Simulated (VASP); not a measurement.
# La (Im-3m) in VASP: further runs

La is run at these levels: PBE; tasks: single point.

Everything below comes from runs of VASP 6.6.1. Logs are shortened: lines on timing, memory, paths and dates and some standing lists are left out, and cuts for length are marked.

## 1. The cell of the first run

Symmetry: Im-3m, No. 229, cubic system. Conventional cell: a = 4.222 Å, b = 4.222 Å, c = 4.222 Å, α = 90.00°, β = 90.00°, γ = 90.00°. Within 4.8 Å of La (site symmetry m-3m) lie 14 La at 3.66 to 4.22 Å.

## 2. Single point, PBE

INCAR

```
SYSTEM = La
PREC     = Accurate       ! precision mode
ENCUT    = 500            ! plane-wave cutoff, eV
EDIFF    = 1E-6           ! SCF threshold, eV
ISMEAR   = 0              ! smearing method
SIGMA    = 0.05           ! smearing width, eV
LREAL    = .FALSE.        ! projectors in reciprocal space
LASPH    = .TRUE.         ! aspherical terms in the spheres
NELM     = 200            ! most SCF steps
ALGO     = Normal         ! electronic algorithm
ISIF     = 2              ! what is computed and relaxed
LWAVE    = .FALSE.        ! write WAVECAR
LCHARG   = .FALSE.        ! write CHGCAR
GGA      = PE             ! functional
NBANDS   = 12             ! bands
GGA_COMPAT= .FALSE.      
LMAXMIX  = 6              ! l up to which the mixer works
```

KPOINTS

```
Automatic mesh
0
G
  6 6 6
  0 0 0
```

POSCAR

```
La
1.0
   -2.1111359530      2.1111359530      2.1111359530
    2.1111359530     -2.1111359530      2.1111359530
    2.1111359530      2.1111359530     -2.1111359530
La
1
Direct
    0.0000000000      0.0000000000      0.0000000000
```

Potentials or basis: VASP PAW PBE potentials, release 64 (La).

Command:

```sh
cat potpaw_PBE.64/La/POTCAR > POTCAR
mpirun -np 1 vasp_std > vasp.out
```

OUTCAR:

```text
SYSTEM = La
   PREC = Accurate
   ENCUT = 500
   EDIFF = 1E-6
   ISMEAR = 0
   LREAL = .FALSE.
   LASPH = .TRUE.
   NELM = 200
   ISIF = 2
   GGA = PE

 ion  position               nearest neighbor table
   1  0.000  0.000  0.000-

  LATTYP: Found a body centered cubic cell.
 ALAT       =     4.2222719060

  Lattice vectors:

 A1 = (  -2.1111359530,   2.1111359530,   2.1111359530)
 A2 = (   2.1111359530,  -2.1111359530,   2.1111359530)
 A3 = (   2.1111359530,   2.1111359530,  -2.1111359530)

Analysis of symmetry for initial positions (statically):
=====================================================================
 Subroutine PRICEL returns:
 Original cell was already a primitive cell.

 Routine SETGRP: Setting up the symmetry group for a
 body centered cubic supercell.

 Subroutine GETGRP returns: Found 48 space group operations
 (whereof 48 operations were pure point group operations)
 out of a pool of 48 trial point group operations.

The static configuration has the point symmetry O_h .

Analysis of symmetry for dynamics (positions and initial velocities):
=====================================================================
 Subroutine PRICEL returns:
 Original cell was already a primitive cell.

 Routine SETGRP: Setting up the symmetry group for a
 body centered cubic supercell.

 Subroutine GETGRP returns: Found 48 space group operations
 (whereof 48 operations were pure point group operations)
 out of a pool of 48 trial point group operations.

The dynamic configuration has the point symmetry O_h .

 Subroutine INISYM returns: Found 48 space group operations
 (whereof 48 operations are pure point group operations),
 and found     1 'primitive' translations

----------------------------------------------------------------------------------------

                                     Primitive cell

  volume of cell :      37.6364

  direct lattice vectors                    reciprocal lattice vectors
    -2.111135953  2.111135953  2.111135953     0.000000000  0.236839318  0.236839318
     2.111135953 -2.111135953  2.111135953     0.236839318  0.000000000  0.236839318
     2.111135953  2.111135953 -2.111135953     0.236839318  0.236839318  0.000000000

  length of vectors
     3.656594732  3.656594732  3.656594732     0.334941376  0.334941376  0.334941376

  position of ions in fractional coordinates (direct lattice)
     0.000000000  0.000000000  0.000000000

  ion indices of the primitive-cell ions
   primitive index   ion index
                 1           1

----------------------------------------------------------------------------------------

 KPOINTS: Automatic mesh

Automatic generation of k-mesh.
 Grid dimensions read from file:
 generate k-points for:    6    6    6

 Generating k-lattice:

  Cartesian coordinates                     Fractional coordinates (reciprocal lattice)
     0.000000000  0.039473220  0.039473220     0.166666667  0.000000000  0.000000000
     0.039473220  0.000000000  0.039473220     0.000000000  0.166666667  0.000000000
     0.039473220  0.039473220  0.000000000     0.000000000  0.000000000  0.166666667

  Length of vectors
     0.055823563  0.055823563  0.055823563

  Shift w.r.t. Gamma in fractional coordinates (k-lattice)
     0.000000000  0.000000000  0.000000000

 Subroutine IBZKPT returns following result:
 ===========================================

 Found     16 irreducible k-points:

 Following reciprocal coordinates:
            Coordinates               Weight
  0.000000  0.000000  0.000000      1.000000
  0.166667  0.000000  0.000000     12.000000
  0.333333  0.000000  0.000000     12.000000
  0.500000  0.000000  0.000000      6.000000
  0.166667  0.166667  0.000000     24.000000
  0.333333  0.166667  0.000000     48.000000
[... 8 lines left out ...]
  0.500000  0.500000  0.333333     12.000000
  0.500000  0.500000  0.500000      1.000000
   k-points           NKPTS =     16   k-points in BZ     NKDIM =     16   number of bands    NBANDS=     12
   number of dos      NEDOS =    301   number of ions     NIONS =      1
   total plane-waves  NPLWV =  21952
   dimension x,y,z NGX =    28 NGY =   28 NGZ =   28
   dimension x,y,z NGXF=    56 NGYF=   56 NGZF=   56
   ions per type =               1
   NGX,Y,Z   is equivalent  to a cutoff of  12.73, 12.73, 12.73 a.u.
   NGXF,Y,Z  is equivalent  to a cutoff of  25.46, 25.46, 25.46 a.u.
 SYSTEM =  La
   PREC   = accura    normal or accurate (medium, high low for compatibility)
   ISTART =      0    job   : 0-new  1-cont  2-samecut
   ICHARG =      2    charge: 1-file 2-atom 10-const
   ISPIN  =      1    spin polarized calculation?
   LNONCOLLINEAR =      F non collinear calculations
   LSORBIT =      F    spin-orbit coupling
   LASPH  =      T    aspherical Exc in radial PAW
   ENCUT  =  500.0 eV  36.75 Ry    6.06 a.u.   6.67  6.67  6.67*2*pi/ulx,y,z
   NELM   =    200;   NELMIN=  2; NELMDL= -5     # of ELM steps
   EDIFF  = 0.1E-05   stopping-criterion for ELM
   LREAL  =      F    real-space projection
   EDIFFG = 0.1E-04   stopping-criterion for IOM
   NSW    =      0    number of steps for IOM
   IBRION =     -1    ionic relax: 0-MD 1-quasi-New 2-CG
   NFREE  =      0    steps in history (QN), initial steepest desc. (CG)
   ISIF   =      2    stress and relaxation
   ISYM   =      2    0-nonsym 1-usesym 2-fastsym
   POTIM  = 0.5000    time-step for ionic-motion
   TEBEG  =    0.0;   TEEND  =   0.0 temperature during run
   PSTRESS=    0.0 pullay stress
   NELECT =      11.0000    total number of electrons
   NUPDOWN=      -1.0000    fix difference up-down
   EMIN   =  10.00;   EMAX   =-10.00  energy-range for DOS
   EFERMI =   0.00;   METHOD = LEGACY
   ISMEAR =     0;   SIGMA  =   0.05  broadening in eV -4-tet -1-fermi 0-gaus
   EFERMI_NEDOS =   21; number of points for ismear=-14 and -15
   IALGO  =     38    algorithm
   IMIX   =      4    mixing-type and parameters
     AMIX     =   0.40;   BMIX     =  1.00
     AMIX_MAG =   1.60;   BMIX_MAG =  1.00
  volume/ion in A,a.u.               =      37.64       253.98
  Fermi-wavevector in a.u.,A,eV,Ry     =   1.086433  2.053060 16.059449  1.180336
  Thomas-Fermi vector in A             =   2.222569
   LORBIT       =      0    0 simple, 1 ext, 2 COOP (PROOUT), +10 PAW based schemes
   GGA     = PE    functional components
   LHFCALC =     F    Hartree Fock is set to
   AEXX    =    0.0000 exact exchange contribution
   IVDW    =     0    specifies the selected vdW correction
   LEPSILON=     F    determine dielectric tensor
   LRPA    =     F    only Hartree local field effects (RPA)
 non-spin polarized calculation
 Gauss-broadening in eV      SIGMA  =   0.05
  energy-cutoff  :      500.00
  volume of cell :       37.64
 maximum number of plane-waves:       976
 NGX is ok and might be reduce to    28
   NGX = 13   NGY = 13   NGZ = 13

 number of electron      11.0000000 magnetization

 Free energy of the ion-electron system (eV)
  ---------------------------------------------------
  ext. energy  EPLUGINS =         0.00000000
  ---------------------------------------------------
  free energy    TOTEN  =        -4.73188195 eV

  energy without entropy =       -4.72336316  energy(sigma->0) =       -4.72762255

 E-fermi :   7.7109     XC(G=0):  -9.5096

 val. band max:        7.6892015653   @ k =   0.3333   0.1667   0.0000
 cond. band min:       7.7685726916   @ k =  -0.3333   0.3333   0.1667
 fundamental gap:      0.0793711263
 Fermi energy:         7.7109258558

 k-point     1 :       0.0000    0.0000    0.0000
  band No.  band energies     occupation
      1     -25.1856      2.00000
      2      -8.1913      2.00000
      3      -8.1913      2.00000
      4      -8.1913      2.00000
      5       4.5441      2.00000
      6       9.2053      0.00000
      7       9.2053      0.00000
      8       9.2053      0.00000
      9       9.2083      0.00000
     10       9.2083      0.00000
     11       9.2083      0.00000
     12       9.9194      0.00000

 k-point     2 :       0.1667    0.0000    0.0000
  band No.  band energies     occupation
      1     -25.1373      2.00000
      2      -8.5547      2.00000
      3      -8.2993      2.00000
      4      -8.1958      2.00000
      5       5.3144      2.00000
      6       8.4890      0.00000
      7       8.4920      0.00000
      8       9.1862      0.00000
      9       9.3942      0.00000
     10       9.5753      0.00000
     11       9.6178      0.00000
     12       9.8589      0.00000

 k-point     3 :       0.3333    0.0000    0.0000
  band No.  band energies     occupation
      1     -25.0383      2.00000
      2      -9.2108      2.00000
      3      -8.5057      2.00000
      4      -8.2051      2.00000
      5       6.0981      2.00000
      6       7.8148      0.00332
      7       8.7080      0.00000
      8       9.1890      0.00000
      9       9.5100      0.00000
     10       9.6316      0.00000
     11       9.7698      0.00000
     12       9.8484      0.00000

 k-point     4 :       0.5000    0.0000    0.0000
  band No.  band energies     occupation
      1     -24.9877      2.00000
      2      -9.5117      2.00000
      3      -8.6045      2.00000
      4      -8.2100      2.00000
      5       5.9461      2.00000
      6       7.5508      1.99999
      7       9.2100      0.00000
      8       9.2840      0.00000
      9       9.5384      0.00000
     10       9.7954      0.00000
     11       9.8061      0.00000
     12       9.8861      0.00000

 k-point     5 :       0.1667    0.1667    0.0000
  band No.  band energies     occupation
      1     -25.0634      2.00000
      2      -8.9998      2.00000
      3      -8.4475      2.00000
      4      -8.2763      2.00000
      5       6.3455      2.00000
      6       7.8911      0.00000
      7       8.1774      0.00000
      8       9.2178      0.00000
      9       9.5227      0.00000
     10       9.6119      0.00000
     11       9.6793      0.00000
     12       9.8755      0.00000
[... 108 lines left out ...]
      1     -24.9364      2.00000
      2      -9.2472      2.00000
      3      -8.9493      2.00000
      4      -8.5211      2.00000
      5       7.0766      2.00000
      6       7.2958      2.00000
      7       8.2234      0.00000
      8       9.3508      0.00000
      9       9.3630      0.00000
     10       9.5916      0.00000
     11       9.8725      0.00000
     12       9.9021      0.00000

 k-point    14 :      -0.3333    0.3333    0.3333
  band No.  band energies     occupation
      1     -24.9234      2.00000
      2      -9.0702      2.00000
      3      -8.8604      2.00000
      4      -8.8604      2.00000
      5       6.6097      2.00000
      6       7.0635      2.00000
      7       9.2431      0.00000
      8       9.2431      0.00000
      9       9.3016      0.00000
     10       9.3555      0.00000
     11       9.8844      0.00000
     12       9.8844      0.00000

 k-point    15 :       0.5000    0.5000    0.3333
  band No.  band energies     occupation
      1     -24.8843      2.00000
      2      -9.1969      2.00000
      3      -8.9708      2.00000
      4      -8.8811      2.00000
      5       6.3146      2.00000
      6       6.5725      2.00000
      7       9.1973      0.00000
      8       9.2197      0.00000
      9       9.4557      0.00000
     10       9.5555      0.00000
     11       9.9381      0.00000
     12       9.9657      0.00000

 k-point    16 :       0.5000    0.5000    0.5000
  band No.  band energies     occupation
      1     -24.8492      2.00000
      2      -9.0846      2.00000
      3      -9.0846      2.00000
      4      -9.0846      2.00000
      5       5.8905      2.00000
      6       5.8905      2.00000
      7       9.3476      0.00000
      8       9.4976      0.00000
      9       9.4976      0.00000
     10       9.4976      0.00000
     11       9.9860      0.00000
     12       9.9860      0.00000

------------------------ aborting loop because EDIFF is reached ----------------------------------------

  FORCE on cell =-STRESS in cart. coord.  units (eV):
  Direction    XX          YY          ZZ          XY          YZ          ZX
  --------------------------------------------------------------------------------------
  -------------------------------------------------------------------------------------
  Total        0.2332501      0.2332501      0.2332501     -0.0000000      0.0000000      0.0000000
  in kB        9.9294177      9.9294177      9.9294177     -0.0000000      0.0000000      0.0000000
  external PRESSURE =       9.9294177 kB  Pullay stress =       0.0000000 kB

 VOLUME and BASIS-vectors are now :
 -----------------------------------------------------------------------------
  energy-cutoff  :      500.00
  volume of cell :       37.64
      direct lattice vectors                 reciprocal lattice vectors
    -2.111135953  2.111135953  2.111135953     0.000000000  0.236839318  0.236839318
     2.111135953 -2.111135953  2.111135953     0.236839318  0.000000000  0.236839318
     2.111135953  2.111135953 -2.111135953     0.236839318  0.236839318  0.000000000

 POSITION                                       TOTAL-FORCE (eV/Angst)
 -----------------------------------------------------------------------------------
      0.00000      0.00000      0.00000         0.000000     -0.000000      0.000000
 -----------------------------------------------------------------------------------
    total drift:                                0.000000     -0.000000     -0.000000

  FREE ENERGIE OF THE ION-ELECTRON SYSTEM (eV)
  ---------------------------------------------------
  free  energy   TOTEN  =        -4.7318819455 eV

  energy  without entropy=       -4.7233631604  energy(sigma->0) =       -4.72762255
```

Wall time 6.4 s (1 thread of Intel Xeon 6975P-C (Granite Rapids), shared host); peak memory 0.16 GiB.

Results:

```
Free energy : -4.7319 eV
Pressure    : 1.0 GPa
```

Levels at points of the mesh, in eV from the Fermi level:
```tsv
k point	band 2	band 3	band 4	band 5	band 6	band 7	band 8	band 9
(0.00, 0.00, 0.00)	-15.90	-15.90	-15.90	-3.17	1.49	1.49	1.49	1.50
(0.50, 0.00, 0.00)	-17.22	-16.32	-15.92	-1.76	-0.16	1.50	1.57	1.83
(0.50, 0.50, 0.50)	-16.80	-16.80	-16.80	-1.82	-1.82	1.64	1.79	1.79
```

Caveat: spin-orbit coupling is left out, which moves the levels of the heavy elements.

(Part 1 of 2 ends here.)
